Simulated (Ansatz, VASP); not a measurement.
**ZnF2 in VASP and in Ansatz**

File INCAR:

```
PREC = Accurate
ENCUT = 600
EDIFF = 1E-6
ISMEAR = -1
SIGMA = 0.02
LREAL = False
LASPH = True
NELM = 120
ALGO = Normal
ISIF = 2
LWAVE = False
LCHARG = False
GGA = PE
NBANDS = 35
GGA_COMPAT = False
```

The input KPOINTS:

```
Automatic mesh
0
Gamma
  6 6 8
```

POSCAR

```
ZnF2
1.0
    4.7033622564      0.0000000000      0.0000000000
    0.0000000000      4.7033622564      0.0000000000
    0.0000000000      0.0000000000      3.2787501618
Zn F
2 4
Direct
    0.0000000000      0.0000000000      0.0000000000
    0.5000000000      0.5000000000      0.5000000000
    0.3042305215      0.3042305215      0.0000000000
    0.1957694785      0.8042305215      0.5000000000
    0.6957694785      0.6957694785      0.0000000000
    0.8042305215      0.1957694785      0.5000000000
```

Input for Ansatz:

```yaml
crystal:
  lattice:
    - [4.7033622564, 0.0, 0.0]
    - [0.0, 4.7033622564, 0.0]
    - [0.0, 0.0, 3.2787501618]
  atoms:
    - { symbol: Zn, position: [0.0, 0.0, 0.0] }
    - { symbol: Zn, position: [0.5, 0.5, 0.5] }
    - { symbol: F, position: [0.3042305215, 0.3042305215, 0.0] }
    - { symbol: F, position: [0.1957694785, 0.8042305215, 0.5] }
    - { symbol: F, position: [0.6957694785, 0.6957694785, 0.0] }
    - { symbol: F, position: [0.8042305215, 0.1957694785, 0.5] }
kpoints:
  mp_grid: { grid: [6, 6, 8] }
  band_path:
    path:
      - [0.0, 0.0, 0.0]
      - [0.0, 0.5, 0.0]
      - [0.5, 0.5, 0.0]
      - [0.0, 0.0, 0.5]
      - [0.0, 0.5, 0.5]
      - [0.5, 0.5, 0.5]
    npoints: 1
hamiltonian:
  xc: pbe
scf:
  occupations: { method: fermi_dirac, width: 0.02 }
  n_extra_bands: 5
output:
  forces: true
  stress: true
  eigenvalues: true
```

Change from the starting cell: uniaxial_z strain +4.9%.

Alike in both runs: task single point; functional PBE; k mesh 6 × 6 × 8; occupations fermi-dirac, width 0.02 eV; no spin polarisation.

|  | VASP | Ansatz |
| --- | --- | --- |
| version | VASP 6.6.1 | Ansatz 0.2.0 |
| potentials or method | VASP PAW PBE potentials, release 64 (Zn, F) | plane waves, PAW |
| plane-wave cutoff (eV) | 600 | 420 |
| valence electrons in the cell | 52 | 52 |

|  | VASP | Ansatz | Ansatz less VASP |
| --- | --- | --- | --- |
| gap on the k mesh at the Fermi level (eV) | 3.37 | 3.44 | +0.070 |
| pressure (GPa) | 0.5 | 0.2 | -0.30 |
| traceless stress, the component that is largest in VASP (GPa) | -2.30 | -2.37 | -0.064 |
| rms of the force components (eV/Å) | 0.001 | 0.005 | +0.0046 |

Atom by atom the forces differ by 0.005 eV/Å (rms over components).
